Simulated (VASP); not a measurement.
# Al2As2H in VASP: single point with PBE+D3(BJ)

Aim: the single point of Al2As2H with PBE+D3(BJ).

All numbers are computed with VASP 6.6.1; they aren't measurements. Logs are shortened: lines on timing, memory, paths and dates and some standing lists are left out, and cuts for length are marked.

**1. The cell of the first run**

The cell holds a slab with vacuum, 5 atoms: a = 4.005 Å, b = 4.005 Å, c = 21.447 Å, α = 90.00°, β = 90.00°, γ = 120.00°.

**2. Single point, PBE+D3(BJ), collinear spin**

The input, INCAR:

```
  PREC = Accurate
  ENCUT = 400
  EDIFF = 1E-6
  ISMEAR = 0
  SIGMA = 0.05
  LREAL = False
  LASPH = True
  NELM = 200
  ALGO = Normal
  ISIF = 2
  LWAVE = False
  LCHARG = False
  ISPIN = 2
  MAGMOM = 0 0 0 0 1
  LORBIT = 11
  LDIPOL = True
  IDIPOL = 3
  DIPOL = 0.5 0.5 0.325
  GGA = PE
  IVDW = 12
  NBANDS = 20
  GGA_COMPAT = False
  NELMDL = -8
```

The input, KPOINTS:

```
Automatic mesh
0
Gamma
  9 9 1
```

The input, POSCAR:

```
Al2As2H
1.0
    4.0049767185      0.0000000000      0.0000000000
   -2.0024883593      3.4684115798      0.0000000000
    0.0000000000      0.0000000000     21.4465726130
As Al H
2 2 1
Direct
    0.0000000000      0.0000000000      0.1865099880
    0.3333333333      0.6666666667      0.3480331013
    0.3333333333      0.6666666667      0.2246285473
    0.6666666667      0.3333333333      0.3751915403
    0.8888888889      0.4444444444      0.4917602828
```

Potentials or basis: VASP PAW PBE potentials, release 64 (As, Al, H).

Run with:

```sh
$ cat potpaw_PBE.64/As/POTCAR potpaw_PBE.64/Al/POTCAR potpaw_PBE.64/H/POTCAR > POTCAR
$ mpirun -np 1 vasp_std > vasp.out
```

OUTCAR:

```text
PREC = Accurate
   ENCUT = 400
   EDIFF = 1E-6
   ISMEAR = 0
   LREAL = False
   LASPH = True
   NELM = 200
   ISIF = 2
   ISPIN = 2
   LORBIT = 11
   GGA = PE
   IVDW = 12
   NELMDL = -8
 IVDW          = 12

 ion  position               nearest neighbor table
   1  0.000  0.000  0.187-   3 2.45   3 2.45   3 2.45
   2  0.333  0.667  0.348-   4 2.38   4 2.38   4 2.38   3 2.65
   3  0.333  0.667  0.225-   1 2.45   1 2.45   1 2.45   2 2.65
   4  0.667  0.333  0.375-   2 2.38   2 2.38   2 2.38
   5  0.889  0.444  0.492-

  LATTYP: Found a hexagonal cell.
 ALAT       =     4.0049767185
 C/A-ratio  =     5.3549805955

  Lattice vectors:

 A1 = (   4.0049767185,   0.0000000000,   0.0000000000)
 A2 = (  -2.0024883593,   3.4684115798,   0.0000000000)
 A3 = (   0.0000000000,   0.0000000000,  21.4465726130)

Analysis of symmetry for initial positions (statically):
=====================================================================
 Subroutine PRICEL returns:
 Original cell was already a primitive cell.

 Routine SETGRP: Setting up the symmetry group for a
 hexagonal supercell.

 Subroutine GETGRP returns: Found  2 space group operations
 (whereof  2 operations were pure point group operations)
 out of a pool of 24 trial point group operations.

The static configuration has the point symmetry C_1h.

Analysis of symmetry for dynamics (positions and initial velocities):
=====================================================================
 Subroutine PRICEL returns:
 Original cell was already a primitive cell.

 Routine SETGRP: Setting up the symmetry group for a
 hexagonal supercell.

 Subroutine GETGRP returns: Found  2 space group operations
 (whereof  2 operations were pure point group operations)
 out of a pool of 24 trial point group operations.

The dynamic configuration has the point symmetry C_1h.

Analysis of structural, dynamic, and magnetic symmetry:
=====================================================================
 Subroutine PRICEL returns:
 Original cell was already a primitive cell.

 Routine SETGRP: Setting up the symmetry group for a
 hexagonal supercell.

 Subroutine GETGRP returns: Found  2 space group operations
 (whereof  2 operations were pure point group operations)
 out of a pool of 24 trial point group operations.

The overall configuration has the point symmetry C_1h.

 Subroutine INISYM returns: Found  2 space group operations
 (whereof  2 operations are pure point group operations),
 and found     1 'primitive' translations

----------------------------------------------------------------------------------------

                                     Primitive cell

  volume of cell :     297.9124

  direct lattice vectors                    reciprocal lattice vectors
     4.004976719  0.000000000  0.000000000     0.249689342  0.144158209  0.000000000
    -2.002488359  3.468411580  0.000000000     0.000000000  0.288316417  0.000000000
     0.000000000  0.000000000 21.446572613     0.000000000  0.000000000  0.046627497

  length of vectors
     4.004976719  4.004976719 21.446572613     0.288316417  0.288316417  0.046627497

  position of ions in fractional coordinates (direct lattice)
     0.000000000  0.000000000  0.186509988
     0.333333333  0.666666667  0.348033101
     0.333333333  0.666666667  0.224628547
     0.666666667  0.333333333  0.375191540
     0.888888889  0.444444444  0.491760283

  ion indices of the primitive-cell ions
   primitive index   ion index
                 1           1
                 2           2
                 3           3
                 4           4
                 5           5

----------------------------------------------------------------------------------------

 KPOINTS: Automatic mesh

Automatic generation of k-mesh.
 Grid dimensions read from file:
 generate k-points for:    9    9    1

 Generating k-lattice:

[... 40 lines left out ...]
 -0.222222 -0.444444  0.000000      4.000000
  0.444444  0.333333  0.000000      4.000000
   k-points           NKPTS =     25   k-points in BZ     NKDIM =     25   number of bands    NBANDS=     20
   number of dos      NEDOS =    301   number of ions     NIONS =      5
   total plane-waves  NPLWV = 109760
   dimension x,y,z NGX =    28 NGY =   28 NGZ =  140
   dimension x,y,z NGXF=    56 NGYF=   56 NGZF=  280
   ions per type =               2   2   1
   NGX,Y,Z   is equivalent  to a cutoff of  11.62, 11.62, 10.85 a.u.
   NGXF,Y,Z  is equivalent  to a cutoff of  23.25, 23.25, 21.70 a.u.
 SYSTEM =  unknown system
   PREC   = accura    normal or accurate (medium, high low for compatibility)
   ISTART =      0    job   : 0-new  1-cont  2-samecut
   ICHARG =      2    charge: 1-file 2-atom 10-const
   ISPIN  =      2    spin polarized calculation?
   LNONCOLLINEAR =      F non collinear calculations
   LSORBIT =      F    spin-orbit coupling
   LASPH  =      T    aspherical Exc in radial PAW
   ENCUT  =  400.0 eV  29.40 Ry    5.42 a.u.   6.53  6.53 34.97*2*pi/ulx,y,z
   NELM   =    200;   NELMIN=  2; NELMDL= -8     # of ELM steps
   EDIFF  = 0.1E-05   stopping-criterion for ELM
   LREAL  =      F    real-space projection
   EDIFFG = 0.1E-04   stopping-criterion for IOM
   NSW    =      0    number of steps for IOM
   IBRION =     -1    ionic relax: 0-MD 1-quasi-New 2-CG
   NFREE  =      0    steps in history (QN), initial steepest desc. (CG)
   ISIF   =      2    stress and relaxation
   ISYM   =      2    0-nonsym 1-usesym 2-fastsym
   POTIM  = 0.5000    time-step for ionic-motion
   TEBEG  =    0.0;   TEEND  =   0.0 temperature during run
   PSTRESS=    0.0 pullay stress
   NELECT =      17.0000    total number of electrons
   NUPDOWN=      -1.0000    fix difference up-down
   EMIN   =  10.00;   EMAX   =-10.00  energy-range for DOS
   EFERMI =   0.00;   METHOD = LEGACY
   ISMEAR =     0;   SIGMA  =   0.05  broadening in eV -4-tet -1-fermi 0-gaus
   EFERMI_NEDOS =   21; number of points for ismear=-14 and -15
   IALGO  =     38    algorithm
   IMIX   =      4    mixing-type and parameters
     AMIX     =   0.40;   BMIX     =  1.00
     AMIX_MAG =   1.60;   BMIX_MAG =  1.00
  volume/ion in A,a.u.               =      59.58       402.08
  Fermi-wavevector in a.u.,A,eV,Ry     =   0.630272  1.191042  5.404823  0.397243
  Thomas-Fermi vector in A             =   1.692848
   LORBIT       =     11    0 simple, 1 ext, 2 COOP (PROOUT), +10 PAW based schemes
   GGA     = PE    functional components
   LHFCALC =     F    Hartree Fock is set to
   AEXX    =    0.0000 exact exchange contribution
   IVDW    =    12    specifies the selected vdW correction
   LEPSILON=     F    determine dielectric tensor
   LRPA    =     F    only Hartree local field effects (RPA)
 spin polarized calculation
 Gauss-broadening in eV      SIGMA  =   0.05
  energy-cutoff  :      400.00
  volume of cell :      297.91
 maximum number of plane-waves:      5469
 NGX is ok and might be reduce to    28
   NGX = 13   NGY = 13   NGZ = 69

 dipolmoment           0.000000      0.000000     -0.006805 electrons x Angstroem

 number of electron      16.9999999 magnetization       0.9745708

 dipolmoment           0.000000      0.000000      0.013379 electrons x Angstroem

 Free energy of the ion-electron system (eV)
  ---------------------------------------------------
  ext. energy  EPLUGINS =         0.00000000
  ---------------------------------------------------
  free energy    TOTEN  =       -18.58878271 eV

  energy without entropy =      -18.58640591  energy(sigma->0) =      -18.58759431

 E-fermi :  -2.6271     XC(G=0):  -3.7034

 val. band max:       -2.6275786281   @ k =   0.0000   0.0000   0.0000
 cond. band min:      -2.6265373750   @ k =   0.3333   0.1111   0.0000
 fundamental gap:      0.0010412532
 Fermi energy:        -2.6271001241

 spin component 1

 k-point     1 :       0.0000    0.0000    0.0000
  band No.  band energies     occupation
      1     -14.7408      1.00000
      2     -13.2900      1.00000
      3      -7.1656      1.00000
      4      -5.0315      1.00000
      5      -4.1044      1.00000
      6      -4.0780      1.00000
[... 541 lines left out ...]
     19       5.2813      0.00000
     20       5.4896      0.00000

 [... further k-points ...]

 spin component 2

 k-point     1 :       0.0000    0.0000    0.0000
  band No.  band energies     occupation
      1     -14.6724      1.00000
      2     -13.1034      1.00000
      3      -7.0075      1.00000
      4      -4.1955      1.00000
      5      -4.0670      1.00000
      6      -4.0306      1.00000
[... 541 lines left out ...]
     19       5.4848      0.00000
     20       5.6872      0.00000

 [... further k-points ...]

------------------------ aborting loop because EDIFF is reached ----------------------------------------

 vacuum level on the upper side and lower side of the slab       (xc-potential included)         0.085        -0.085

 Edisp (eV)   -0.89856

 E8    (eV) :    -0.4006

  FORCE on cell =-STRESS in cart. coord.  units (eV):
  Direction    XX          YY          ZZ          XY          YZ          ZX
  --------------------------------------------------------------------------------------
  -------------------------------------------------------------------------------------
  Total       0.36063     0.41656    -3.67861    -0.04843    -0.51349    -0.88939
  in kB       1.93949     2.24027   -19.78362    -0.26048    -2.76154    -4.78313
  external pressure =       -5.20 kB  Pullay stress =        0.00 kB

 VOLUME and BASIS-vectors are now :
 -----------------------------------------------------------------------------
  energy-cutoff  :      400.00
  volume of cell :      297.91
      direct lattice vectors                 reciprocal lattice vectors
     4.004976719  0.000000000  0.000000000     0.249689342  0.144158209  0.000000000
    -2.002488359  3.468411580  0.000000000     0.000000000  0.288316417  0.000000000
     0.000000000  0.000000000 21.446572613     0.000000000  0.000000000  0.046627497

 POSITION                                       TOTAL-FORCE (eV/Angst)
 -----------------------------------------------------------------------------------
      0.00000      0.00000      4.00000        -0.018311     -0.010572      0.392649
     -0.00000      2.31227      7.46412         0.021090      0.012176     -0.544461
     -0.00000      2.31227      4.81751         0.027473      0.015862     -0.150847
      2.00249      1.15614      8.04657         0.314761      0.181727      1.435811
      2.66998      1.54152     10.54657        -0.345013     -0.199193     -1.133152
 -----------------------------------------------------------------------------------
    total drift:                               -0.000050     -0.000029     -0.000604

  FREE ENERGIE OF THE ION-ELECTRON SYSTEM (eV)
  ---------------------------------------------------
  free  energy   TOTEN  =       -19.4873416458 eV

  energy  without entropy=      -19.4849648509  energy(sigma->0) =      -19.48615325

 vacuum level on the upper side and lower side of the slab         3.191         3.018

 total charge

# of ion       s       p       d       tot
------------------------------------------
    1        1.233   1.552   0.021   2.806
    2        1.206   1.661   0.027   2.894
    3        0.415   0.349   0.000   0.763
    4        0.421   0.345   0.000   0.766
    5        0.389   0.001   0.000   0.390
--------------------------------------------------
tot          3.664   3.908   0.048   7.619

 magnetization (x)

# of ion       s       p       d       tot
------------------------------------------
    1        0.006   0.151  -0.000   0.157
    2       -0.001   0.068  -0.001   0.067
    3       -0.004   0.004   0.000  -0.000
    4       -0.009  -0.014   0.000  -0.023
    5        0.232  -0.000   0.000   0.231
--------------------------------------------------
tot          0.224   0.209  -0.001   0.432
```

Wall time 9.2 min (1 thread of Oxide Virtual Turin-like, shared host); peak memory 0.47 GiB.

What came out:

```yaml
Free_energy: -19.4873 eV
Largest_force: 1.481 eV/Å
Band_gap_on_the_k_mesh: zero (filled and empty bands overlap)
Net_moment: 0.97 μB per cell
Site_moments: As +0.16, +0.07; Al -0.00, -0.02; H +0.23 μB
Valence_electrons_inside_the_program's_atomic_spheres: As 2.81, 2.89; Al 0.76, 0.77; H 0.39
Dispersion_energy_per_atom: -0.180 eV
```

Forces in eV/Å, atoms in the order of the input:
```
As  -0.018 -0.011  0.393
As   0.021  0.012 -0.544
Al   0.027  0.016 -0.151
Al   0.315  0.182  1.436
H   -0.345 -0.199 -1.133
```

Caveat: a moment this small can come from the mesh or the smearing.
